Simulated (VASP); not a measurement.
Input of a VASP 6.6.1 run:

The input POSCAR:

```
NaCl
1.0
    0.0000000000      2.8027319616      2.8027319616
    2.8027319616      0.0000000000      2.8027319616
    2.8027319616      2.8027319616      0.0000000000
Na Cl
1 1
Direct
    0.0000000000      0.0000000000      0.0000000000
    0.5000000000      0.5000000000      0.5000000000
```

INCAR.step1

```
SYSTEM = NaCl
ALGO = Normal ; EDIFF = 1E-5
ENCUT = 520 ; GGA = PE
ISIF = 2 ; ISMEAR = 0
LASPH = .True. ; LREAL = .False.
LWAVE = .True. ; NBANDS = 14
NELM = 100 ; PREC = Accurate
SIGMA = 0.01
```

File INCAR.step2:

```
SYSTEM = NaCl
AEXX = 0.2 ; ALGO = Normal
EDIFF = 1E-6 ; ENCUT = 520
GGA = PE ; HFSCREEN = 0.3
ISIF = 2 ; ISMEAR = 0
ISTART = 1 ; LASPH = .True.
LCHARG = .True. ; LELF = .True.
LHFCALC = .True. ; LREAL = .False.
LVHAR = .True. ; LWAVE = .False.
NBANDS = 14 ; NELM = 100
PREC = Accurate ; PRECFOCK = Normal
SIGMA = 0.01
```

The input KPOINTS:

```
k-points
0
Gamma
  4 4 4
  0 0 0
```

Potentials or basis: VASP PAW PBE potentials, release 64 (Na_pv, Cl).

Command:

```sh
$ cat potpaw_PBE.64/Na_pv/POTCAR potpaw_PBE.64/Cl/POTCAR > POTCAR
$ cp INCAR.step1 INCAR
$ mpirun -np 1 vasp_std > vasp.out
$ cp INCAR.step2 INCAR
$ mpirun -np 1 vasp_std > vasp.out
```

Q: What does it give for the pressure?

A: 0.9 GPa.

Q: Estimate the band gap on the k mesh.

A: 6.08 eV.

Caveat: the k points lie up to 0.49 Å⁻¹ apart; the PAW data sets were made with another functional, which shifts forces and pressure a little.
